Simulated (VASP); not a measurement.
# Zr in VASP: relaxation of the atoms with PBE

Aim: the relaxation of the atoms of Zr with PBE.

Program: VASP 6.6.1. These are calculated values, not measurements. Logs are shortened: lines on timing, memory, paths and dates and some standing lists are left out, and cuts for length are marked.

## (1) The cell of the first run

The cell holds a slab with vacuum, 4 atoms: a = 3.233 Å, b = 5.169 Å, c = 18.733 Å, α = 90.00°, β = 90.00°, γ = 90.00°.

## (2) Relaxation of the atoms, PBE

INCAR

```
PREC = Accurate ; ENCUT = 520
EDIFF = 1E-6 ; ISMEAR = 0
SIGMA = 0.1 ; LREAL = F
LASPH = T ; NELM = 60
ALGO = Fast ; ISIF = 2
LWAVE = F ; LCHARG = F
LDIPOL = T ; IDIPOL = 3
DIPOL = 0.5 0.5 0.500 ; GGA = PE
IBRION = 2 ; NSW = 80
EDIFFG = -0.02 ; KPAR = 4
```

KPOINTS

```
regular mesh
0
Gamma
  11 7 1
```

POSCAR

```
Zr
1.0
    3.2327898558      0.0000000000      0.0000000000
    0.0000000000      5.1691199317      0.0000000000
    0.0000000000      0.0000000000     18.7329041870
Zr
4
Direct
    0.0000000000      0.7500000000      0.4003650435
    0.5000000000      0.2500000000      0.4501825218
    0.5000000000      0.7500000000      0.5498174782
    0.0000000000      0.2500000000      0.5996349565
```

Potentials or basis: VASP PAW PBE potentials, release 64 (Zr_sv).

Command:

```sh
$ cat potpaw_PBE.64/Zr_sv/POTCAR > POTCAR
$ mpirun -np 4 vasp_std > vasp.out
```

OUTCAR:

```text
PREC = Accurate
   ENCUT = 520
   EDIFF = 1E-6
   ISMEAR = 0
   LREAL = F
   LASPH = T
   NELM = 60
   ISIF = 2
   GGA = PE
   IBRION = 2
   NSW = 80
   EDIFFG = -0.02

 ion  position               nearest neighbor table
   1  0.000  0.750  0.400-   2 3.19   2 3.19   2 3.19   2 3.19   3 3.23   3 3.23
   2  0.500  0.250  0.450-   3 3.19   3 3.19   1 3.19   1 3.19   1 3.19   1 3.19   4 3.23   4 3.23

   3  0.500  0.750  0.550-   2 3.19   2 3.19   4 3.19   4 3.19   4 3.19   4 3.19   1 3.23   1 3.23

   4  0.000  0.250  0.600-   3 3.19   3 3.19   3 3.19   3 3.19   2 3.23   2 3.23

  LATTYP: Found a simple orthorhombic cell.
 ALAT       =     3.2327898558
 B/A-ratio  =     1.5989656496
 C/A-ratio  =     5.7946557069

  Lattice vectors:

 A1 = (   3.2327898558,   0.0000000000,   0.0000000000)
 A2 = (   0.0000000000,   5.1691199317,   0.0000000000)
 A3 = (   0.0000000000,   0.0000000000,  18.7329041870)

Analysis of symmetry for initial positions (statically):
=====================================================================
 Subroutine PRICEL returns:
 Original cell was already a primitive cell.

 Routine SETGRP: Setting up the symmetry group for a
 simple orthorhombic supercell.

 Subroutine GETGRP returns: Found  8 space group operations
 (whereof  4 operations were pure point group operations)
 out of a pool of  8 trial point group operations.

The static configuration has the point symmetry C_2h.
 The point group associated with its full space group is D_2h.

Analysis of symmetry for dynamics (positions and initial velocities):
=====================================================================
 Subroutine PRICEL returns:
 Original cell was already a primitive cell.

 Routine SETGRP: Setting up the symmetry group for a
 simple orthorhombic supercell.

 Subroutine GETGRP returns: Found  8 space group operations
 (whereof  4 operations were pure point group operations)
 out of a pool of  8 trial point group operations.

The dynamic configuration has the point symmetry C_2h.
 The point group associated with its full space group is D_2h.

 Subroutine INISYM returns: Found  8 space group operations
 (whereof  4 operations are pure point group operations),
 and found     1 'primitive' translations

----------------------------------------------------------------------------------------

                                     Primitive cell

  volume of cell :     313.0395

  direct lattice vectors                    reciprocal lattice vectors
     3.232789856  0.000000000  0.000000000     0.309330345  0.000000000  0.000000000
     0.000000000  5.169119932  0.000000000     0.000000000  0.193456529  0.000000000
     0.000000000  0.000000000 18.732904187     0.000000000  0.000000000  0.053382006

  length of vectors
     3.232789856  5.169119932 18.732904187     0.309330345  0.193456529  0.053382006

  position of ions in fractional coordinates (direct lattice)
     0.000000000  0.750000000  0.400365044
     0.500000000  0.250000000  0.450182522
     0.500000000  0.750000000  0.549817478
     0.000000000  0.250000000  0.599634956

  ion indices of the primitive-cell ions
   primitive index   ion index
                 1           1
                 2           2
                 3           3
                 4           4

----------------------------------------------------------------------------------------

 KPOINTS: regular mesh

Automatic generation of k-mesh.
 Grid dimensions read from file:
 generate k-points for:   11    7    1

 Generating k-lattice:

  Cartesian coordinates                     Fractional coordinates (reciprocal lattice)
     0.028120940  0.000000000  0.000000000     0.090909091  0.000000000  0.000000000
     0.000000000  0.027636647  0.000000000     0.000000000  0.142857143  0.000000000
     0.000000000  0.000000000  0.053382006     0.000000000  0.000000000  1.000000000

  Length of vectors
     0.028120940  0.027636647  0.053382006

  Shift w.r.t. Gamma in fractional coordinates (k-lattice)
     0.000000000  0.000000000  0.000000000

 Subroutine IBZKPT returns following result:
 ===========================================

 Found     24 irreducible k-points:

 Following reciprocal coordinates:
            Coordinates               Weight
  0.000000  0.000000  0.000000      1.000000
  0.090909  0.000000  0.000000      2.000000
  0.181818  0.000000  0.000000      2.000000
  0.272727  0.000000  0.000000      2.000000
  0.363636  0.000000  0.000000      2.000000
  0.454545  0.000000  0.000000      2.000000
[... 16 lines left out ...]
  0.363636  0.428571  0.000000      4.000000
  0.454545  0.428571  0.000000      4.000000
   k-points           NKPTS =     24   k-points in BZ     NKDIM =     24   number of bands    NBANDS=     28
   number of dos      NEDOS =    301   number of ions     NIONS =      4
   total plane-waves  NPLWV = 134400
   dimension x,y,z NGX =    24 NGY =   40 NGZ =  140
   dimension x,y,z NGXF=    48 NGYF=   80 NGZF=  280
   ions per type =               4
   NGX,Y,Z   is equivalent  to a cutoff of  12.34, 12.86, 12.42 a.u.
   NGXF,Y,Z  is equivalent  to a cutoff of  24.68, 25.73, 24.85 a.u.
 SYSTEM =  unknown system
   PREC   = accura    normal or accurate (medium, high low for compatibility)
   ISTART =      0    job   : 0-new  1-cont  2-samecut
   ICHARG =      2    charge: 1-file 2-atom 10-const
   ISPIN  =      1    spin polarized calculation?
   LNONCOLLINEAR =      F non collinear calculations
   LSORBIT =      F    spin-orbit coupling
   LASPH  =      T    aspherical Exc in radial PAW
   ENCUT  =  520.0 eV  38.22 Ry    6.18 a.u.   6.01  9.61 34.83*2*pi/ulx,y,z
   NELM   =     60;   NELMIN=  2; NELMDL= -5     # of ELM steps
   EDIFF  = 0.1E-05   stopping-criterion for ELM
   LREAL  =      F    real-space projection
   EDIFFG = -.2E-01   stopping-criterion for IOM
   NSW    =     80    number of steps for IOM
   IBRION =      2    ionic relax: 0-MD 1-quasi-New 2-CG
   NFREE  =      1    steps in history (QN), initial steepest desc. (CG)
   ISIF   =      2    stress and relaxation
   ISYM   =      2    0-nonsym 1-usesym 2-fastsym
   POTIM  = 0.5000    time-step for ionic-motion
   TEBEG  =    0.0;   TEEND  =   0.0 temperature during run
   PSTRESS=    0.0 pullay stress
   NELECT =      48.0000    total number of electrons
   NUPDOWN=      -1.0000    fix difference up-down
   EMIN   =  10.00;   EMAX   =-10.00  energy-range for DOS
   EFERMI =   0.00;   METHOD = LEGACY
   ISMEAR =     0;   SIGMA  =   0.10  broadening in eV -4-tet -1-fermi 0-gaus
   EFERMI_NEDOS =   21; number of points for ismear=-14 and -15
   IALGO  =     68    algorithm
   IMIX   =      4    mixing-type and parameters
     AMIX     =   0.40;   BMIX     =  1.00
     AMIX_MAG =   1.60;   BMIX_MAG =  1.00
  volume/ion in A,a.u.               =      78.26       528.12
  Fermi-wavevector in a.u.,A,eV,Ry     =   0.876238  1.655850 10.446463  0.767793
  Thomas-Fermi vector in A             =   1.996020
   LORBIT       =      0    0 simple, 1 ext, 2 COOP (PROOUT), +10 PAW based schemes
   GGA     = PE    functional components
   LHFCALC =     F    Hartree Fock is set to
   AEXX    =    0.0000 exact exchange contribution
   IVDW    =     0    specifies the selected vdW correction
   LEPSILON=     F    determine dielectric tensor
   LRPA    =     F    only Hartree local field effects (RPA)
 conjugate gradient relaxation of ions
 non-spin polarized calculation
 RMM-DIIS sequential band-by-band and
 Gauss-broadening in eV      SIGMA  =   0.10
  energy-cutoff  :      520.00
  volume of cell :      313.04
 maximum number of plane-waves:      8468
   NGX = 13   NGY = 19   NGZ = 69

--------------------------------------- Ionic step        1  -------------------------------------------

 number of electron      47.9999999 magnetization

 Free energy of the ion-electron system (eV)
  ---------------------------------------------------
  ext. energy  EPLUGINS =         0.00000000
  ---------------------------------------------------
  free energy    TOTEN  =       -30.48591101 eV

  energy without entropy =      -30.45528526  energy(sigma->0) =      -30.47059813

------------------------ aborting loop EDIFF was not reached (unconverged)  ----------------------------

  FORCE on cell =-STRESS in cart. coord.  units (eV):
  Direction    XX          YY          ZZ          XY          YZ          ZX
  --------------------------------------------------------------------------------------
  -------------------------------------------------------------------------------------
  Total       -6.0906047     -4.0307687     -2.6452162      0.0000000     -0.0000000      0.0000000
  in kB      -31.1725120    -20.6300015    -13.5385629      0.0000000     -0.0000000      0.0000000
  external PRESSURE =     -21.7803588 kB  Pullay stress =       0.0000000 kB
[... 95 lines left out ...]
  FREE ENERGIE OF THE ION-ELECTRON SYSTEM (eV)
  ---------------------------------------------------
  free  energy   TOTEN  =       -30.5950363127 eV

  energy  without entropy=      -30.5621184861  energy(sigma->0) =      -30.57857740

 E-fermi :   0.0126     XC(G=0):  -4.2942

 val. band max:        0.0109959891   @ k =   0.2727   0.0000   0.0000
 cond. band min:       0.0278514702   @ k =   0.1818   0.4286   0.0000
 fundamental gap:      0.0168554811
 Fermi energy:         0.0125829930

 k-point     1 :       0.0000    0.0000    0.0000
  band No.  band energies     occupation
      1     -48.9081      2.00000
      2     -48.8698      2.00000
      3     -48.5667      2.00000
      4     -48.5612      2.00000
      5     -27.3283      2.00000
      6     -27.2351      2.00000
[... 733 lines left out ...]
     27       1.2072      0.00000
     28       1.3441      0.00000

[... ionic steps 4 to 17 ...]

--------------------------------------- Ionic step       18  -------------------------------------------

 number of electron      47.9999999 magnetization

------------------------ aborting loop because EDIFF is reached ----------------------------------------
[... 33 lines left out ...]
--------------------------------------- Ionic step       19  -------------------------------------------

 number of electron      47.9999999 magnetization

 dipolmoment           0.000000      0.000000     -0.000000 electrons x Angstroem

------------------------ aborting loop because EDIFF is reached ----------------------------------------

  FORCE on cell =-STRESS in cart. coord.  units (eV):
  Direction    XX          YY          ZZ          XY          YZ          ZX
  --------------------------------------------------------------------------------------
  -------------------------------------------------------------------------------------
  Total       -1.7894456      0.6153439     -0.1125585      0.0000000     -0.0000000      0.0000000
  in kB       -9.1586170      3.1494105     -0.5760889      0.0000000     -0.0000000      0.0000000
  external PRESSURE =      -2.1950985 kB  Pullay stress =       0.0000000 kB
[... 25 lines left out ...]
--------------------------------------- Ionic step       20  -------------------------------------------

 number of electron      47.9999999 magnetization

 dipolmoment           0.000000      0.000000      0.000000 electrons x Angstroem

 Free energy of the ion-electron system (eV)
  ---------------------------------------------------
  ext. energy  EPLUGINS =         0.00000000
  ---------------------------------------------------
  free energy    TOTEN  =       -30.65727710 eV

  energy without entropy =      -30.62973703  energy(sigma->0) =      -30.64350706

 E-fermi :  -0.0987     XC(G=0):  -4.2354

 val. band max:       -0.1212231500   @ k =   0.1818   0.1429   0.0000
 cond. band min:      -0.0944685474   @ k =   0.1818   0.0000   0.0000
 fundamental gap:      0.0267546026
 Fermi energy:        -0.0987045295

 k-point     1 :       0.0000    0.0000    0.0000
  band No.  band energies     occupation
      1     -48.8508      2.00000
      2     -48.7847      2.00000
      3     -48.5620      2.00000
      4     -48.5303      2.00000
      5     -27.3595      2.00000
      6     -27.2400      2.00000
[... 733 lines left out ...]
     27       1.2437      0.00000
     28       1.2723      0.00000

------------------------ aborting loop because EDIFF is reached ----------------------------------------

 vacuum level on the upper side and lower side of the slab       (xc-potential included)        -0.005        -0.005

  FORCE on cell =-STRESS in cart. coord.  units (eV):
  Direction    XX          YY          ZZ          XY          YZ          ZX
  --------------------------------------------------------------------------------------
  -------------------------------------------------------------------------------------
  Total       -1.7240717      0.6563204     -0.0247710      0.0000000      0.0000000      0.0000000
  in kB       -8.8240246      3.3591338     -0.1267814      0.0000000      0.0000000      0.0000000
  external PRESSURE =      -1.8638907 kB  Pullay stress =       0.0000000 kB
[... 19 lines left out ...]
  FREE ENERGIE OF THE ION-ELECTRON SYSTEM (eV)
  ---------------------------------------------------
  free  energy   TOTEN  =       -30.6572771003 eV

  energy  without entropy=      -30.6297370263  energy(sigma->0) =      -30.64350706

 reached required accuracy - stopping structural energy minimisation

 vacuum level on the upper side and lower side of the slab         3.967         3.967
```

Run time: 57 min. Hardware: 4 MPI ranks of Oxide Virtual Turin-like, shared host; peak memory 0.47 GiB.

Results:

| Quantity | Value |
| --- | --- |
| Free energy | -30.6573 eV |
| Energy gained by relaxing | 42.8 meV/atom |
| Ionic steps | 20 |
| Largest force after relaxing | 0.009 eV/Å |
| Band gap on the k mesh | zero (bands 24 and 25 overlap by 0.64 eV) |

Forces on the atoms (eV/Å):
```
Zr   0.000  0.000 -0.009
Zr   0.000  0.000  0.009
Zr   0.000  0.000 -0.009
Zr   0.000  0.000  0.009
```

The path:
| step | energy change (eV) | largest force (eV/Å) | pressure (GPa) |
| --- | --- | --- | --- |
| 1 | 0.0000 | 0.5564 | -2.18 |
| 2 | -0.0335 | 0.5119 | -1.94 |
| 3 | -0.1091 | 0.2914 | -1.21 |
| 4 | -0.0741 | 0.6132 | 0.53 |
| 5 | -0.1302 | 0.1008 | -0.69 |
| 6 | -0.1310 | 0.1366 | -0.56 |
| 7 | -0.1351 | 0.1132 | -0.57 |
| 8 | -0.1439 | 0.0739 | -0.62 |
| 9 | -0.1458 | 0.1449 | -0.73 |
| 10 | -0.1473 | 0.1043 | -0.69 |
| 11 | -0.1511 | 0.0864 | -0.56 |
| 12 | -0.1633 | 0.1016 | -0.21 |
| 13 | -0.1400 | 0.3487 | 0.48 |
| 14 | -0.1664 | 0.1526 | -0.06 |
| 15 | -0.1666 | 0.1646 | -0.02 |
| 16 | -0.1678 | 0.1494 | 0.00 |
| 17 | -0.1680 | 0.1321 | 0.03 |
| 18 | -0.1697 | 0.0899 | -0.03 |
| 19 | -0.1713 | 0.0297 | -0.22 |
| 20 | -0.1714 | 0.0094 | -0.19 |

Final structure:
```yaml
crystal:
  lattice:
    - [3.23279, 0.00000, 0.00000]
    - [0.00000, 5.16912, 0.00000]
    - [0.00000, 0.00000, 18.73290]
  atoms:
    - { symbol: Zr, position: [0.00000, 0.75000, 0.42218] }
    - { symbol: Zr, position: [0.50000, 0.25000, 0.44464] }
    - { symbol: Zr, position: [0.50000, 0.75000, 0.55536] }
    - { symbol: Zr, position: [0.00000, 0.25000, 0.57782] }
```

Levels at points of the mesh, in eV from the Fermi level:
```
           k point  band 21  band 22  band 23  band 24  band 25  band 26  band 27  band 28
(0.00, 0.00, 0.00)    -2.03    -0.29     0.15     0.40     0.68     0.78     1.09     1.66
```

The gap in the log of VASP goes by the Fermi energy; the results here count the filled bands.